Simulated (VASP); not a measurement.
Write the native input for VASP 6.6.1 that does the following.

| Quantity | Value |
| --- | --- |
| Task | single point |
| Functional | PBE |
| Potentials or basis | VASP PAW PBE potentials, release 64 (Na_pv, Ta_pv) |
| Cutoff | 520 eV |
| k mesh | 4 × 4 × 4 |
| Occupations | gaussian, width 0.1 eV |
| Spin | no spin polarisation |
| Dipole correction | no |
| Further INCAR settings | ALGO = Normal; EDIFF = 1e-06; NBANDS = 32 |

The structure of Na2Ta3 lies in POSCAR:

```
Na2Ta3
1.0
    4.6796462200      0.0000000000      0.0000000000
    0.0000000000      4.6796462200      0.0000000000
    0.0000000000      0.0000000000      4.6796462200
Na Ta
2 3
Direct
    0.0000000000      0.0000000000      0.0000000000
    0.5000000000      0.5000000000      0.5000000000
    0.0000000000      0.5000000000      0.5000000000
    0.5000000000      0.0000000000      0.5000000000
    0.5000000000      0.5000000000      0.0000000000
```

One way to write it, as run:

INCAR

```
SYSTEM = Na2Ta3
ALGO = Normal
EDIFF = 1E-6
ENCUT = 520
GGA = PE
ISIF = 2
ISMEAR = 0
LASPH = .TRUE.
LCHARG = .TRUE.
LELF = .TRUE.
LREAL = .FALSE.
LVHAR = .TRUE.
LWAVE = .FALSE.
NBANDS = 32
NELM = 100
PREC = Accurate
SIGMA = 0.1
```

KPOINTS

```
k-points
0
G
  4 4 4
  0 0 0
```

Potentials or basis: VASP PAW PBE potentials, release 64 (Na_pv, Ta_pv).

Launch:

```console
$ cat potpaw_PBE.64/Na_pv/POTCAR potpaw_PBE.64/Ta_pv/POTCAR > POTCAR
$ mpirun -np 1 vasp_std > vasp.out
```

It gave:

```
Pressure : 7.7 GPa
```

Run time: 28 s on 1 thread of Intel Xeon 6975P-C, with other jobs on the host, peak memory 0.21 GiB.
